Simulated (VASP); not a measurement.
# Zn (Im-3m) in VASP: notebook, part 2 of 2

VASP 6.6.1. Earlier steps stand in the parts before.

### 3 Single point, PBE (volume scaled by 1.06)

The input, INCAR:

```
SYSTEM = Zn
PREC     = Accurate       ! precision mode
ENCUT    = 520            ! plane-wave cutoff, eV
EDIFF    = 1E-6           ! SCF threshold, eV
ISMEAR   = 0              ! smearing method
SIGMA    = 0.1            ! smearing width, eV
LREAL    = .FALSE.        ! projectors in reciprocal space
LASPH    = .TRUE.         ! aspherical terms in the spheres
NELM     = 80             ! most SCF steps
ALGO     = Fast           ! electronic algorithm
ISIF     = 2              ! what is computed and relaxed
LWAVE    = .FALSE.        ! write WAVECAR
LCHARG   = .TRUE.         ! write CHGCAR
GGA      = PE             ! functional
LELF     = .TRUE.         ! ELF
LVHAR    = .TRUE.       
NBANDS   = 12             ! bands
```

The input, KPOINTS:

```
regular mesh
0
G
  18 18 18
  0 0 0
```

The input, POSCAR:

```
Zn
1.0
   -1.5967116629      1.5967116629      1.5967116629
    1.5967116629     -1.5967116629      1.5967116629
    1.5967116629      1.5967116629     -1.5967116629
Zn
1
Direct
    0.0000000000      0.0000000000      0.0000000000
```

Potentials or basis: VASP PAW PBE potentials, release 64 (Zn).

Launch:

```bash
$ cat potpaw_PBE.64/Zn/POTCAR > POTCAR
$ mpirun -np 1 vasp_std > vasp.out
```

OUTCAR:

```text
SYSTEM = Zn
   PREC = Accurate
   ENCUT = 520
   EDIFF = 1E-6
   ISMEAR = 0
   LREAL = .FALSE.
   LASPH = .TRUE.
   NELM = 80
   ISIF = 2
   GGA = PE

 ion  position               nearest neighbor table
   1  0.000  0.000  0.000-

  LATTYP: Found a body centered cubic cell.
 ALAT       =     3.1934233258

  Lattice vectors:

 A1 = (  -1.5967116629,   1.5967116629,   1.5967116629)
 A2 = (   1.5967116629,  -1.5967116629,   1.5967116629)
 A3 = (   1.5967116629,   1.5967116629,  -1.5967116629)

Analysis of symmetry for initial positions (statically):
=====================================================================
 Subroutine PRICEL returns:
 Original cell was already a primitive cell.

 Routine SETGRP: Setting up the symmetry group for a
 body centered cubic supercell.

 Subroutine GETGRP returns: Found 48 space group operations
 (whereof 48 operations were pure point group operations)
 out of a pool of 48 trial point group operations.

The static configuration has the point symmetry O_h .

Analysis of symmetry for dynamics (positions and initial velocities):
=====================================================================
 Subroutine PRICEL returns:
 Original cell was already a primitive cell.

 Routine SETGRP: Setting up the symmetry group for a
 body centered cubic supercell.

 Subroutine GETGRP returns: Found 48 space group operations
 (whereof 48 operations were pure point group operations)
 out of a pool of 48 trial point group operations.

The dynamic configuration has the point symmetry O_h .

 Subroutine INISYM returns: Found 48 space group operations
 (whereof 48 operations are pure point group operations),
 and found     1 'primitive' translations

----------------------------------------------------------------------------------------

                                     Primitive cell

[... 109 lines left out ...]
  volume/ion in A,a.u.               =      16.28       109.88
  Fermi-wavevector in a.u.,A,eV,Ry     =   1.478730  2.794394 29.751058  2.186641
  Thomas-Fermi vector in A             =   2.592975
   LORBIT       =      0    0 simple, 1 ext, 2 COOP (PROOUT), +10 PAW based schemes
   GGA     = PE    functional components
   LHFCALC =     F    Hartree Fock is set to
   AEXX    =    0.0000 exact exchange contribution
   IVDW    =     0    specifies the selected vdW correction
   LEPSILON=     F    determine dielectric tensor
   LRPA    =     F    only Hartree local field effects (RPA)
 non-spin polarized calculation
 RMM-DIIS sequential band-by-band and
 Gauss-broadening in eV      SIGMA  =   0.10
  energy-cutoff  :      520.00
  volume of cell :       16.28
 maximum number of plane-waves:       466
 NGX is ok and might be reduce to    24
   NGX = 11   NGY = 11   NGZ = 11

 number of electron      12.0000012 magnetization

 Free energy of the ion-electron system (eV)
  ---------------------------------------------------
  ext. energy  EPLUGINS =         0.00000000
  ---------------------------------------------------
  free energy    TOTEN  =        -1.01479001 eV

  energy without entropy =       -1.01333311  energy(sigma->0) =       -1.01406156

 E-fermi :   2.6803     XC(G=0): -11.2133

 val. band max:        2.6742087888   @ k =   0.5000   0.5000   0.2222
 cond. band min:       2.6893213080   @ k =   0.3333   0.2222   0.1111
 fundamental gap:      0.0151125192
 Fermi energy:         2.6803133212

 k-point     1 :       0.0000    0.0000    0.0000
  band No.  band energies     occupation
      1      -7.2013      2.00000
      2      -4.8939      2.00000
      3      -4.8939      2.00000
      4      -4.8939      2.00000
      5      -4.4422      2.00000
      6      -4.4422      2.00000
      7      20.8401      0.00000
      8      20.8401      0.00000
      9      20.8401      0.00000
     10      22.9799      0.00000
     11      22.9799      0.00000
     12      22.9799      0.00000
[... 331 lines left out ...]
 k-point    24 :       0.3889    0.1111    0.0000
  band No.  band energies     occupation
      1      -5.3666      2.00000
      2      -5.1287      2.00000
      3      -4.4860      2.00000
      4      -4.4615      2.00000
      5      -4.2511      2.00000
      6      -0.4390      2.00000
      7       3.1505      0.00000
      8      11.1642      0.00000
      9      14.1505      0.00000
     10      19.0587      0.00000
     11      21.8204      0.00000
     12      26.4152      0.00000

 [... further k-points ...]
[... 5 lines left out ...]
  --------------------------------------------------------------------------------------
  -------------------------------------------------------------------------------------
  Total       -0.3059424     -0.3059424     -0.3059424      0.0000000      0.0000000      0.0000000
  in kB      -30.1030701    -30.1030701    -30.1030701      0.0000000      0.0000000      0.0000000
  external PRESSURE =     -30.1030701 kB  Pullay stress =       0.0000000 kB

 VOLUME and BASIS-vectors are now :
 -----------------------------------------------------------------------------
  energy-cutoff  :      520.00
  volume of cell :       16.28
      direct lattice vectors                 reciprocal lattice vectors
    -1.596711663  1.596711663  1.596711663     0.000000000  0.313143576  0.313143576
     1.596711663 -1.596711663  1.596711663     0.313143576  0.000000000  0.313143576
     1.596711663  1.596711663 -1.596711663     0.313143576  0.313143576  0.000000000

 POSITION                                       TOTAL-FORCE (eV/Angst)
 -----------------------------------------------------------------------------------
      0.00000      0.00000      0.00000         0.000000     -0.000000      0.000000
 -----------------------------------------------------------------------------------
    total drift:                                0.000000      0.000000      0.000000

  FREE ENERGIE OF THE ION-ELECTRON SYSTEM (eV)
  ---------------------------------------------------
  free  energy   TOTEN  =        -1.0147900119 eV

  energy  without entropy=       -1.0133331133  energy(sigma->0) =       -1.01406156
```

OSZICAR:

```text
N       E                     dE             d eps       ncg     rms          rms(c)
DAV:   1     0.434052010985E+02    0.43405E+02   -0.65927E+03  4768   0.156E+03
DAV:   2     0.323568836640E+00   -0.43082E+02   -0.40651E+02  4832   0.215E+02
DAV:   3    -0.109189948905E+01   -0.14155E+01   -0.14133E+01  5448   0.386E+01
DAV:   4    -0.109552405592E+01   -0.36246E-02   -0.36244E-02  5176   0.194E+00
DAV:   5    -0.109552706487E+01   -0.30090E-05   -0.30090E-05  5316   0.540E-02    0.241E+00
RMM:   6    -0.102014226096E+01    0.75385E-01   -0.19542E-01  5658   0.589E+00    0.195E+00
RMM:   7    -0.101678121236E+01    0.33610E-02   -0.59945E-03  5858   0.119E+00    0.936E-01
RMM:   8    -0.101480184002E+01    0.19794E-02   -0.18349E-03  5312   0.439E-01    0.499E-02
RMM:   9    -0.101480778429E+01   -0.59443E-05   -0.50432E-04  6003   0.355E-01    0.657E-02
RMM:  10    -0.101478960908E+01    0.18175E-04   -0.68349E-05  5944   0.101E-01    0.717E-03
RMM:  11    -0.101479001187E+01   -0.40278E-06   -0.39262E-06  4773   0.263E-02
   1 F= -.10147900E+01 E0= -.10140616E+01  d E =-.145690E-02
```

stdout:

```text
POSCAR found type information on POSCAR Zn
 POSCAR found :  1 types and       1 ions
 scaLAPACK will be used
 LDA part: xc-table for (Slater+PW92), standard interpolation
 POSCAR, INCAR and KPOINTS ok, starting setup
 FFT: planning ... GRIDC
 FFT: planning ... GRID_SOFT
 FFT: planning ... GRID
 WAVECAR not read
 entering main loop
```

Run time: 20 s. Hardware: 1 thread of Intel Xeon 6975P-C, shared host; peak memory 0.16 GiB.

Results:

```
Free energy            : -1.0148 eV
Pressure               : -3.0 GPa
Band gap on the k mesh : zero (band 6 reaches 6.82 eV, above the bottom of band 7 at 1.64 eV)
```

### 4 Single point, PBE (volume scaled by 1.10)

The input, INCAR:

```
  PREC = Accurate
  ENCUT = 520
  EDIFF = 1E-6
  ISMEAR = 0
  SIGMA = 0.1
  LREAL = False
  LASPH = True
  NELM = 80
  ALGO = Normal
  ISIF = 2
  LWAVE = False
  LCHARG = False
  GGA = PE
  NBANDS = 12
```

The input, KPOINTS:

```
regular mesh
0
Gamma
  18 18 18
```

The input, POSCAR:

```
Zn
1.0
   -1.6165486188      1.6165486188      1.6165486188
    1.6165486188     -1.6165486188      1.6165486188
    1.6165486188      1.6165486188     -1.6165486188
Zn
1
Direct
    0.0000000000      0.0000000000      0.0000000000
```

Launch:

```bash
$ cat potpaw_PBE.64/Zn/POTCAR > POTCAR
$ mpirun -np 1 vasp_std > vasp.out
```

Wall time 20 s (1 thread of Intel Xeon 6975P-C, shared host); peak memory 0.17 GiB.

It converged, with:

```
Free energy            : -1.0001 eV
Pressure               : -4.6 GPa
Band gap on the k mesh : zero (band 6 reaches 6.51 eV, above the bottom of band 7 at 1.33 eV)
```

Levels at points of the mesh, in eV from the Fermi level:
```csv
k point,band 2,band 3,band 4,band 5,band 6,band 7,band 8,band 9,band 10,band 11
"(0.00, 0.00, 0.00)",-7.47,-7.47,-7.47,-7.04,-7.04,17.60,17.60,17.60,20.00,20.00
"(0.50, 0.00, 0.00)",-7.72,-7.07,-7.02,-6.76,-2.23,-1.09,10.62,12.11,14.59,15.68
"(0.50, 0.50, 0.50)",-7.91,-6.83,-6.83,-6.83,4.09,4.09,4.09,6.49,8.27,8.27
```

### 5 Summary

```csv
cell,gap on the mesh (eV),pressure (GPa)
"a = 2.739 Å, angles 109.5°, 1 atom",none,-1.5
"a = 2.766 Å, angles 109.5°, 1 atom",none,-3.0
"a = 2.800 Å, angles 109.5°, 1 atom",none,-4.6
```

Alike in all rows: task single point; level PBE; potentials or basis VASP PAW PBE potentials, release 64 (Zn); no spin polarisation; k mesh 18 × 18 × 18; cutoff (eV) 520; smearing gaussian 0.1 eV.

Total energies depend on the potentials used, so only differences within one code and one set of settings carry meaning.
